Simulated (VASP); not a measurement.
# Sc (Im-3m) in VASP: further runs, part 2 of 2

VASP 6.6.1.

### Step 4. Relaxation of cell and atoms, PBEsol, target pressure 60 GPa, at which the enthalpy is minimised

Input file INCAR:

```
SYSTEM = Sc
PREC = Accurate ; ENCUT = 600
EDIFF = 1E-6 ; ISMEAR = -1
SIGMA = 0.1 ; LREAL = .FALSE.
LASPH = .TRUE. ; NELM = 80
ALGO = Normal ; ISIF = 3
LWAVE = .FALSE. ; LCHARG = .FALSE.
GGA = PS ; IBRION = 2
NSW = 50 ; EDIFFG = -0.01
PSTRESS = 600.0
```

Input file KPOINTS:

```
regular mesh
0
G
  9 9 9
  0 0 0
```

Input file POSCAR:

```
Sc
1.0
    1.8400000000      1.8400000000      1.8400000000
   -1.8400000000      1.8400000000      1.8400000000
   -1.8400000000     -1.8400000000      1.8400000000
Sc
1
Direct
    0.0000000000      0.0000000000      0.0000000000
```

Potentials or basis: VASP PAW PBE potentials, release 64 (Sc_sv).

The run is started by

```console
$ cat potpaw_PBE.64/Sc_sv/POTCAR > POTCAR
$ mpirun -np 1 vasp_std > vasp.out
```

OUTCAR:

```text
SYSTEM = Sc
   PREC = Accurate
   ENCUT = 600
   EDIFF = 1E-6
   ISMEAR = -1
   LREAL = .FALSE.
   LASPH = .TRUE.
   NELM = 80
   ISIF = 3
   GGA = PS
   IBRION = 2
   NSW = 50
   EDIFFG = -0.01
   PSTRESS = 600.0

 ion  position               nearest neighbor table
   1  0.000  0.000  0.000-

  LATTYP: Found a body centered cubic cell.
 ALAT       =     3.6800000000

  Lattice vectors:

 A1 = (   1.8400000000,  -1.8400000000,  -1.8400000000)
 A2 = (   1.8400000000,   1.8400000000,   1.8400000000)
 A3 = (  -1.8400000000,  -1.8400000000,   1.8400000000)

Analysis of symmetry for initial positions (statically):
=====================================================================
 Subroutine PRICEL returns:
 Original cell was already a primitive cell.

 Routine SETGRP: Setting up the symmetry group for a
 body centered cubic supercell.

 Subroutine GETGRP returns: Found 48 space group operations
 (whereof 48 operations were pure point group operations)
 out of a pool of 48 trial point group operations.

The static configuration has the point symmetry O_h .

Analysis of symmetry for dynamics (positions and initial velocities):
=====================================================================
 Subroutine PRICEL returns:
 Original cell was already a primitive cell.

 Routine SETGRP: Setting up the symmetry group for a
 body centered cubic supercell.

 Subroutine GETGRP returns: Found 48 space group operations
 (whereof 48 operations were pure point group operations)
 out of a pool of 48 trial point group operations.

The dynamic configuration has the point symmetry O_h .

 Subroutine INISYM returns: Found 48 space group operations
 (whereof 48 operations are pure point group operations),
 and found     1 'primitive' translations

----------------------------------------------------------------------------------------

                                     Primitive cell

  volume of cell :      24.9180

[... 73 lines left out ...]
   ions per type =               1
   NGX,Y,Z   is equivalent  to a cutoff of  14.61, 14.61, 14.61 a.u.
   NGXF,Y,Z  is equivalent  to a cutoff of  29.21, 29.21, 29.21 a.u.
 SYSTEM =  Sc
   PREC   = accura    normal or accurate (medium, high low for compatibility)
   ISTART =      0    job   : 0-new  1-cont  2-samecut
   ICHARG =      2    charge: 1-file 2-atom 10-const
   ISPIN  =      1    spin polarized calculation?
   LNONCOLLINEAR =      F non collinear calculations
   LSORBIT =      F    spin-orbit coupling
   LASPH  =      T    aspherical Exc in radial PAW
   ENCUT  =  600.0 eV  44.10 Ry    6.64 a.u.   6.37  6.37  6.37*2*pi/ulx,y,z
   NELM   =     80;   NELMIN=  2; NELMDL= -5     # of ELM steps
   EDIFF  = 0.1E-05   stopping-criterion for ELM
   LREAL  =      F    real-space projection
   EDIFFG = -.1E-01   stopping-criterion for IOM
   NSW    =     50    number of steps for IOM
   IBRION =      2    ionic relax: 0-MD 1-quasi-New 2-CG
   NFREE  =      1    steps in history (QN), initial steepest desc. (CG)
   ISIF   =      3    stress and relaxation
   ISYM   =      2    0-nonsym 1-usesym 2-fastsym
   POTIM  = 0.5000    time-step for ionic-motion
   TEBEG  =    0.0;   TEEND  =   0.0 temperature during run
   PSTRESS=  600.0 pullay stress
   NELECT =      11.0000    total number of electrons
   NUPDOWN=      -1.0000    fix difference up-down
   EMIN   =  10.00;   EMAX   =-10.00  energy-range for DOS
   EFERMI =   0.00;   METHOD = LEGACY
   ISMEAR =    -1;   SIGMA  =   0.10  broadening in eV -4-tet -1-fermi 0-gaus
   EFERMI_NEDOS =   21; number of points for ismear=-14 and -15
   IALGO  =     38    algorithm
   IMIX   =      4    mixing-type and parameters
     AMIX     =   0.40;   BMIX     =  1.00
     AMIX_MAG =   1.60;   BMIX_MAG =  1.00
  volume/ion in A,a.u.               =      24.92       168.16
  Fermi-wavevector in a.u.,A,eV,Ry     =   1.246526  2.355592 21.141091  1.553826
  Thomas-Fermi vector in A             =   2.380699
   LORBIT       =      0    0 simple, 1 ext, 2 COOP (PROOUT), +10 PAW based schemes
   GGA     = PS    functional components
   LHFCALC =     F    Hartree Fock is set to
   AEXX    =    0.0000 exact exchange contribution
   IVDW    =     0    specifies the selected vdW correction
   LEPSILON=     F    determine dielectric tensor
   LRPA    =     F    only Hartree local field effects (RPA)
 conjugate gradient relaxation of ions
 non-spin polarized calculation
  energy-cutoff  :      600.00
  volume of cell :       24.92
 maximum number of plane-waves:       887
 NGX is ok and might be reduce to    28
   NGX = 13   NGY = 13   NGZ = 13

--------------------------------------- Ionic step        1  -------------------------------------------

 number of electron      11.0000002 magnetization

 Free energy of the ion-electron system (eV)
  ---------------------------------------------------
  ext. energy  EPLUGINS =         0.00000000
  ---------------------------------------------------
  free energy    TOTEN  =        -6.52983294 eV

  energy without entropy =       -6.44969862  energy(sigma->0) =       -6.48976578

 E-fermi :   3.6174     XC(G=0):  -9.9495

 val. band max:        3.5955897670   @ k =   0.4444   0.2222   0.1111
 cond. band min:       3.6507228539   @ k =   0.2222  -0.4444   0.1111
 fundamental gap:      0.0551330869
 Fermi energy:         3.6173579712
[... 843 lines left out ...]
--------------------------------------- Ionic step        8  -------------------------------------------

 number of electron      11.0000001 magnetization

 Free energy of the ion-electron system (eV)
  ---------------------------------------------------
  ext. energy  EPLUGINS =         0.00000000
  ---------------------------------------------------
  free energy    TOTEN  =        -5.22493184 eV

  energy without entropy =       -5.16882092  energy(sigma->0) =       -5.19687638

 E-fermi :   7.5265     XC(G=0): -12.5005

 val. band max:        7.4813407783   @ k =   0.4444   0.2222   0.1111
 cond. band min:       7.5458475002   @ k =   0.1111   0.4444   0.1111
 fundamental gap:      0.0645067219
 Fermi energy:         7.5264613852
[... 320 lines left out ...]
  energy  without entropy=       -5.1688209189  energy(sigma->0) =       -5.19687638

  enthalpy is  TOTEN    =         0.1050375343 eV   P V=        5.3299693694

 reached required accuracy - stopping structural energy minimisation
```

OSZICAR:

```text
N       E                     dE             d eps       ncg     rms          rms(c)
DAV:   1     0.801321006997E+02    0.80132E+02   -0.56490E+03   630   0.130E+03
DAV:   2    -0.561476852468E+01   -0.85747E+02   -0.85323E+02   638   0.357E+02
DAV:   3    -0.735073609294E+01   -0.17360E+01   -0.16804E+01   900   0.629E+01
[... 70 lines left out ...]
DAV:   1    -0.523888931607E+01    0.49182E-01   -0.46326E-01   630   0.128E+01    0.117E+00
DAV:   2    -0.522622564963E+01    0.12664E-01   -0.32069E-02   840   0.323E+00    0.271E-01
DAV:   3    -0.522491688923E+01    0.13088E-02   -0.55751E-03   893   0.133E+00    0.159E-01
DAV:   4    -0.522493113495E+01   -0.14246E-04   -0.11389E-04   683   0.137E-01    0.654E-03
DAV:   5    -0.522493183517E+01   -0.70022E-06   -0.60846E-06   862   0.372E-02
   8 F= 0.10503753E+00 E0= 0.13309299E+00  d E =-.990126E-03
```

CONTCAR:

```text
Sc
   1.00000000000000
     1.5266565708597519    1.5266565708597519    1.5266565708597519
    -1.5266565708597519    1.5266565708597519    1.5266565708597519
    -1.5266565708597519   -1.5266565708597519    1.5266565708597519
  Sc
     1
Direct
     0.0000000000000000    0.0000000000000000    1.0000000000000000

  0.00000000E+00  0.00000000E+00  0.00000000E+00
```

Wall time 30 s (1 thread of Intel Xeon 6975P-C (Granite Rapids), shared host); peak memory 0.22 GiB.

What came out:

```yaml
Free_energy: -5.2249 eV
Relaxed_volume: 14.23 Å³/atom
Relaxed_cell: a = 2.644 Å, b = 2.644 Å, c = 2.644 Å, α = 70.53°, β = 109.47°, γ = 70.53°
Space_group_after_relaxing_to_0.05_Å: Im-3m (No. 229)
Energy_change_on_relaxing_the_enthalpy_is_what_falls: +1304.9 meV/atom
Ionic_steps: 8
Pressure_after_relaxing: 59.9 GPa
```

Step by step:
| step | energy change (eV) | largest force (eV/Å) | pressure (GPa) | volume (Å³) |
| --- | --- | --- | --- | --- |
| 1 | 0.0000 | 0.0000 | -2.01 | 24.92 |
| 2 | 30.5944 | 0.0000 | 2746.92 | 3.81 |
| 3 | 0.0928 | 0.0000 | 10.43 | 20.63 |
| 4 | 0.3234 | 0.0000 | 22.16 | 18.30 |
| 5 | 1.2970 | 0.0000 | 59.72 | 14.25 |
| 6 | 1.3632 | 0.0000 | 62.06 | 14.08 |
| 7 | 1.2418 | 0.0000 | 57.66 | 14.40 |
| 8 | 1.3049 | 0.0000 | 59.94 | 14.23 |

Final structure:
```
Sc
1.0
     1.52666    1.52666    1.52666
    -1.52666    1.52666    1.52666
    -1.52666   -1.52666    1.52666
Sc
1
Direct
  0.00000 0.00000 0.00000
```

Caveat: the cell is relaxed towards a set pressure, so the enthalpy falls and the energy may rise; the volume moved by over 15 % at a fixed basis, so the end points are rough; the PAW data sets were made with another functional, which shifts forces and pressure a little.

### Step 5. Overview

```tsv
cell	gap on the mesh (eV)	pressure (GPa)
relaxed to 20 GPa	none	19.9
relaxed to 40 GPa	none	40.0
relaxed to 60 GPa	none	59.9
```

Alike in all rows: task relaxation of cell and atoms; level PBEsol; potentials or basis VASP PAW PBE potentials, release 64 (Sc_sv); no spin polarisation; k mesh 9 × 9 × 9; cutoff (eV) 600; smearing fermi-dirac 0.1 eV.

Caveats: the cell is relaxed towards a set pressure, so the enthalpy falls and the energy may rise; the volume moved by over 15 % at a fixed basis, so the end points are rough; the PAW data sets were made with another functional, which shifts forces and pressure a little.

Absolute energies hang on the potentials; compare differences alone.
